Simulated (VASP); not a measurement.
# BaTiO3 (R-3m) in VASP: further runs, part 2 of 2

VASP 6.6.1. Earlier steps stand in the parts before.

## Step 3: Electric field gradients, LDA (equal xy, yz and zx shear strains of +2 %)

INCAR

```
SYSTEM = BaTiO3
  PREC = Accurate
  ENCUT = 520
  EDIFF = 1E-8
  ISMEAR = -1
  SIGMA = 0.05
  LREAL = .FALSE.
  LASPH = .TRUE.
  NELM = 100
  ALGO = Normal
  ISIF = 2
  LWAVE = .FALSE.
  LCHARG = .FALSE.
  LEFG = .TRUE.
  NBANDS = 28
```

KPOINTS

```
regular mesh
0
G
  8 8 8
  0 0 0
```

POSCAR

```
BaTiO3
1.0
    4.0073000000      0.0400730000      0.0400730000
    0.0400730000      4.0073000000      0.0400730000
    0.0400730000      0.0400730000      4.0073000000
Ba Ti O
1 1 3
Direct
    0.5000000000      0.5000000000      0.5000000000
    0.0000000000      0.0000000000      0.0000000000
    0.5000000000      0.0000000000      0.0000000000
    0.0000000000      0.5000000000      0.0000000000
    0.0000000000      0.0000000000      0.5000000000
```

Potentials or basis: VASP PAW LDA potentials, release 64 (Ba_sv, Ti_sv, O).

On the command line:

```bash
$ cat potpaw_LDA.64/Ba_sv/POTCAR potpaw_LDA.64/Ti_sv/POTCAR potpaw_LDA.64/O/POTCAR > POTCAR
$ mpirun -np 1 vasp_std > vasp.out
```

OUTCAR:

```text
SYSTEM = BaTiO3
   PREC = Accurate
   ENCUT = 520
   EDIFF = 1E-8
   ISMEAR = -1
   LREAL = .FALSE.
   LASPH = .TRUE.
   NELM = 100
   ISIF = 2

 ion  position               nearest neighbor table
   1  0.500  0.500  0.500-   3 2.81   4 2.81   3 2.81   5 2.81   4 2.81   5 2.81   3 2.86   3 2.86
                             4 2.86   5 2.86   4 2.86   5 2.86   2 3.45   2 3.45   2 3.45   2 3.45
   2  0.000  0.000  0.000-   3 2.00   4 2.00   5 2.00   5 2.00   4 2.00   3 2.00   1 3.45   1 3.45
                             1 3.45   1 3.45   1 3.45   1 3.45   1 3.54   1 3.54
   3  0.500  0.000  0.000-   2 2.00   2 2.00   1 2.81   1 2.81   1 2.86   1 2.86
   4  0.000  0.500  0.000-   2 2.00   2 2.00   1 2.81   1 2.81   1 2.86   1 2.86
   5  0.000  0.000  0.500-   2 2.00   2 2.00   1 2.81   1 2.81   1 2.86   1 2.86

[... 984 lines left out ...]
   3      21.767   -10.884   -10.884     2.698     2.698     0.021
   4     -10.884    21.767   -10.884     2.698     0.021     2.698
   5     -10.884   -10.884    21.767     0.021     2.698     2.698
---------------------------------------------------------------------

 Electric field gradients after diagonalization (V/A^2)
 (convention: |V_zz| > |V_xx| > |V_yy|)
----------------------------------------------------------------------
 ion       V_xx      V_yy      V_zz     asymmetry (V_yy - V_xx)/ V_zz
----------------------------------------------------------------------
   1     -14.484   -14.484    28.967       0.000
   2       3.720     3.720    -7.439       0.000
   3     -11.303   -10.905    22.208       0.018
   4     -11.303   -10.905    22.208       0.018
   5     -11.303   -10.905    22.208       0.018
----------------------------------------------------------------------

           NMR quadrupolar parameters

 Cq : quadrupolar parameter    Cq=e*Q*V_zz/h
 eta: asymmetry parameters     (V_yy - V_xx)/ V_zz
 Q  : nuclear electric quadrupole moment in mb (millibarn)
----------------------------------------------------------------------
 ion       Cq(MHz)       eta       Q (mb)
----------------------------------------------------------------------
   1       0.070       0.000       1.000
   2      -0.018       0.000       1.000
   3       0.054       0.018       1.000
   4       0.054       0.018       1.000
   5       0.054       0.018       1.000
----------------------------------------------------------------------
```

OSZICAR:

```text
N       E                     dE             d eps       ncg     rms          rms(c)
DAV:   1     0.412384720176E+03    0.41238E+03   -0.20611E+04  3640   0.151E+03
DAV:   2    -0.124864181896E+02   -0.42487E+03   -0.40368E+03  4152   0.412E+02
DAV:   3    -0.527650376833E+02   -0.40279E+02   -0.39874E+02  4228   0.131E+02
DAV:   4    -0.547747715280E+02   -0.20097E+01   -0.20061E+01  5776   0.260E+01
DAV:   5    -0.548105713824E+02   -0.35800E-01   -0.35787E-01  4628   0.329E+00    0.224E+01
DAV:   6    -0.445204358240E+02    0.10290E+02   -0.57628E+01  5192   0.652E+01    0.102E+01
DAV:   7    -0.442991317643E+02    0.22130E+00   -0.10403E+01  4840   0.235E+01    0.656E+00
DAV:   8    -0.440803466486E+02    0.21879E+00   -0.79804E-01  4388   0.782E+00    0.309E+00
DAV:   9    -0.441006953041E+02   -0.20349E-01   -0.30485E-01  5228   0.419E+00    0.160E+00
DAV:  10    -0.440718250825E+02    0.28870E-01   -0.20069E-01  4120   0.467E+00    0.571E-01
DAV:  11    -0.440668742649E+02    0.49508E-02   -0.19535E-02  5024   0.107E+00    0.106E-01
DAV:  12    -0.440671072159E+02   -0.23295E-03   -0.14869E-03  4844   0.320E-01    0.143E-01
DAV:  13    -0.440668592631E+02    0.24795E-03   -0.79079E-04  4380   0.284E-01    0.176E-02
DAV:  14    -0.440668598061E+02   -0.54300E-06   -0.33872E-05  4488   0.440E-02    0.941E-03
DAV:  15    -0.440668592222E+02    0.58399E-06   -0.21616E-06  4784   0.128E-02    0.327E-03
DAV:  16    -0.440668590407E+02    0.18146E-06   -0.56313E-07  4940   0.728E-03    0.360E-04
DAV:  17    -0.440668590432E+02   -0.25375E-08   -0.44566E-08  4572   0.153E-03
   1 F= -.44066859E+02 E0= -.44066859E+02  d E =-.723628E-08
```

stdout:

```text
POSCAR found type information on POSCAR BaTiO
 POSCAR found :  3 types and       5 ions
 scaLAPACK will be used
 LDA part: xc-table for (Slater(with rela. corr.)+CA(PZ))
 , standard interpolation
 POSCAR, INCAR and KPOINTS ok, starting setup
 FFT: planning ... GRIDC
 FFT: planning ... GRID_SOFT
 FFT: planning ... GRID
 WAVECAR not read
 entering main loop
ion   1

ion   2

ion   3
     0.0000293    -0.7797738    -0.0772183     1.6760963    -0.7797738    -2.9030839
     0.0000403    -0.7797738    -0.0772183     1.6760962    -0.7797738    -2.9030838
     0.0000555    -0.7797738    -0.0772183     1.6760962    -0.7797738    -2.9030838
     0.0000765    -0.7797738    -0.0772183     1.6760961    -0.7797738    -2.9030837

     0.0000293    -2.4567846    -0.1298122     7.2731835    -2.4567846   -12.5975234
     0.0000403    -2.4567842    -0.1298122     7.2731821    -2.4567842   -12.5975210
     0.0000555    -2.4567835    -0.1298121     7.2731797    -2.4567835   -12.5975168
     0.0000765    -2.4567823    -0.1298121     7.2731757    -2.4567823   -12.5975099

ion   4
     0.0000293    -0.7797738    -0.7797738     1.6760963    -0.0772183     2.9030839
     0.0000403    -0.7797738    -0.7797738     1.6760962    -0.0772183     2.9030838
     0.0000555    -0.7797738    -0.7797738     1.6760962    -0.0772183     2.9030838
     0.0000765    -0.7797738    -0.7797738     1.6760961    -0.0772183     2.9030837

     0.0000293    -2.4567846    -2.4567846     7.2731835    -0.1298122    12.5975234
     0.0000403    -2.4567842    -2.4567842     7.2731821    -0.1298122    12.5975210
     0.0000555    -2.4567835    -2.4567835     7.2731797    -0.1298121    12.5975168
     0.0000765    -2.4567823    -2.4567823     7.2731757    -0.1298121    12.5975099

ion   5
```

Run time: 62 s. Hardware: 1 thread of Intel Xeon Platinum 8559C (Emerald Rapids), shared host; peak memory 0.23 GiB.

What came out:

- Free energy: -44.0669 eV
- Pressure: -7.3 GPa
- Band gap on the k mesh: 1.59 eV (least direct gap 1.69 eV)
- Largest electric field gradient by atom: Ba +29.0; Ti -7.4; O +22.2 V/Å²

Stress tensor (GPa, compression positive):
```
-7.32 -2.44 -2.44
-2.44 -7.32 -2.44
-2.44 -2.44 -7.32
```

Levels at points of the mesh, in eV from the valence-band top:
```tsv
k point	band 17	band 18	band 19	band 20	band 21	band 22	band 23	band 24
(0.00, 0.00, 0.00)	-1.06	-0.28	-0.10	-0.10	1.59	1.59	1.69	3.89
(0.50, 0.00, 0.00)	-1.92	-1.83	-0.84	-0.65	1.79	3.40	3.43	3.90
(0.50, 0.50, 0.00)	-1.76	-0.93	-0.85	-0.11	3.40	3.44	3.83	4.74
(0.50, 0.50, 0.50)	-2.37	-0.05	0.00	0.00	4.07	4.07	4.13	6.55
```

Electric field gradients, principal values (V/Å²):
| atom | least | middle | greatest (by size) |
| --- | --- | --- | --- |
| 1 Ba | -14.484 | -14.484 | 28.967 |
| 2 Ti | 3.720 | 3.720 | -7.439 |
| 3 O | -10.905 | -11.303 | 22.208 |
| 4 O | -10.905 | -11.303 | 22.208 |
| 5 O | -10.905 | -11.303 | 22.208 |

Caveat: the cell differs from its parent crystal (equal xy, yz and zx shear strains of +2 %); the cell stands under tension; without QUAD_EFG the Cq values of the log hold for a quadrupole moment of 1 mb, not for the nuclei; spin-orbit coupling is left out, which moves the levels of the heavy elements.

## Step 4: Electric field gradients, LDA (equal xy, yz and zx shear strains of +2 %)

INCAR

```
PREC = Accurate
ENCUT = 520
EDIFF = 1E-8
ISMEAR = -1
SIGMA = 0.05
LREAL = False
LASPH = True
NELM = 80
ALGO = Normal
ISIF = 2
LWAVE = False
LCHARG = False
LEFG = True
NBANDS = 28
```

KPOINTS

```
Automatic mesh
0
Gamma
  8 8 8
```

POSCAR is that of step 3.

Potentials or basis: VASP PAW LDA potentials, release 64 (Ba_sv, Ti_sv, O).

On the command line:

```bash
$ cat potpaw_LDA.64/Ba_sv/POTCAR potpaw_LDA.64/Ti_sv/POTCAR potpaw_LDA.64/O/POTCAR > POTCAR
$ mpirun -np 1 vasp_std > vasp.out
```

OUTCAR:

```text
PREC = Accurate
   ENCUT = 520
   EDIFF = 1E-8
   ISMEAR = -1
   LREAL = False
   LASPH = True
   NELM = 80
   ISIF = 2

 ion  position               nearest neighbor table
   1  0.500  0.500  0.500-   3 2.81   4 2.81   3 2.81   5 2.81   4 2.81   5 2.81   3 2.86   3 2.86
                             4 2.86   5 2.86   4 2.86   5 2.86   2 3.45   2 3.45   2 3.45   2 3.45
   2  0.000  0.000  0.000-   3 2.00   4 2.00   5 2.00   5 2.00   4 2.00   3 2.00   1 3.45   1 3.45
                             1 3.45   1 3.45   1 3.45   1 3.45   1 3.54   1 3.54
   3  0.500  0.000  0.000-   2 2.00   2 2.00   1 2.81   1 2.81   1 2.86   1 2.86
   4  0.000  0.500  0.000-   2 2.00   2 2.00   1 2.81   1 2.81   1 2.86   1 2.86
   5  0.000  0.000  0.500-   2 2.00   2 2.00   1 2.81   1 2.81   1 2.86   1 2.86

  LATTYP: Found a trigonal (rhomboedric) cell.
 ALAT       =     4.0077007100
 COS(alpha) =     0.0200959808

[... 981 lines left out ...]
   4     -10.884    21.767   -10.884     2.698     0.021     2.698
   5     -10.884   -10.884    21.767     0.021     2.698     2.698
---------------------------------------------------------------------

 Electric field gradients after diagonalization (V/A^2)
 (convention: |V_zz| > |V_xx| > |V_yy|)
----------------------------------------------------------------------
 ion       V_xx      V_yy      V_zz     asymmetry (V_yy - V_xx)/ V_zz
----------------------------------------------------------------------
   1     -14.484   -14.484    28.967       0.000
   2       3.720     3.720    -7.439       0.000
   3     -11.303   -10.905    22.208       0.018
   4     -11.303   -10.905    22.208       0.018
   5     -11.303   -10.905    22.208       0.018
----------------------------------------------------------------------

           NMR quadrupolar parameters

 Cq : quadrupolar parameter    Cq=e*Q*V_zz/h
 eta: asymmetry parameters     (V_yy - V_xx)/ V_zz
 Q  : nuclear electric quadrupole moment in mb (millibarn)
----------------------------------------------------------------------
 ion       Cq(MHz)       eta       Q (mb)
----------------------------------------------------------------------
   1       0.070       0.000       1.000
   2      -0.018       0.000       1.000
   3       0.054       0.018       1.000
   4       0.054       0.018       1.000
   5       0.054       0.018       1.000
----------------------------------------------------------------------
```

OSZICAR:

```text
N       E                     dE             d eps       ncg     rms          rms(c)
DAV:   1     0.412384720176E+03    0.41238E+03   -0.20611E+04  3640   0.151E+03
DAV:   2    -0.124864181896E+02   -0.42487E+03   -0.40368E+03  4152   0.412E+02
DAV:   3    -0.527650376833E+02   -0.40279E+02   -0.39874E+02  4228   0.131E+02
DAV:   4    -0.547747715280E+02   -0.20097E+01   -0.20061E+01  5776   0.260E+01
DAV:   5    -0.548105713824E+02   -0.35800E-01   -0.35787E-01  4628   0.329E+00    0.224E+01
DAV:   6    -0.445204358240E+02    0.10290E+02   -0.57628E+01  5192   0.652E+01    0.102E+01
DAV:   7    -0.442991317643E+02    0.22130E+00   -0.10403E+01  4840   0.235E+01    0.656E+00
DAV:   8    -0.440803466486E+02    0.21879E+00   -0.79804E-01  4388   0.782E+00    0.309E+00
DAV:   9    -0.441006953041E+02   -0.20349E-01   -0.30485E-01  5228   0.419E+00    0.160E+00
DAV:  10    -0.440718250825E+02    0.28870E-01   -0.20069E-01  4120   0.467E+00    0.571E-01
DAV:  11    -0.440668742649E+02    0.49508E-02   -0.19535E-02  5024   0.107E+00    0.106E-01
DAV:  12    -0.440671072159E+02   -0.23295E-03   -0.14869E-03  4844   0.320E-01    0.143E-01
DAV:  13    -0.440668592631E+02    0.24795E-03   -0.79079E-04  4380   0.284E-01    0.176E-02
DAV:  14    -0.440668598061E+02   -0.54300E-06   -0.33872E-05  4488   0.440E-02    0.941E-03
DAV:  15    -0.440668592222E+02    0.58399E-06   -0.21616E-06  4784   0.128E-02    0.327E-03
DAV:  16    -0.440668590407E+02    0.18146E-06   -0.56313E-07  4940   0.728E-03    0.360E-04
DAV:  17    -0.440668590432E+02   -0.25375E-08   -0.44566E-08  4572   0.153E-03
   1 F= -.44066859E+02 E0= -.44066859E+02  d E =-.723628E-08
```

Wall time 61 s (1 thread of Intel Xeon Platinum 8559C (Emerald Rapids), shared host); peak memory 0.23 GiB.

What came out:

| Quantity | Value |
| --- | --- |
| Free energy | -44.0669 eV |
| Pressure | -7.3 GPa |
| Band gap on the k mesh | 1.59 eV (least direct gap 1.69 eV) |
| Largest electric field gradient by atom | Ba +29.0; Ti -7.4; O +22.2 V/Å² |

Stress tensor (GPa, compression positive):
```
-7.32 -2.44 -2.44
-2.44 -7.32 -2.44
-2.44 -2.44 -7.32
```

Electric field gradients, principal values (V/Å²):
```
atom    least   middle  greatest (by size)
1 Ba  -14.484  -14.484              28.967
2 Ti    3.720    3.720              -7.439
 3 O  -10.905  -11.303              22.208
 4 O  -10.905  -11.303              22.208
 5 O  -10.905  -11.303              22.208
```

Caveat: the cell differs from its parent crystal (equal xy, yz and zx shear strains of +2 %); the cell stands under tension; without QUAD_EFG the Cq values of the log hold for a quadrupole moment of 1 mb, not for the nuclei; spin-orbit coupling is left out, which moves the levels of the heavy elements.
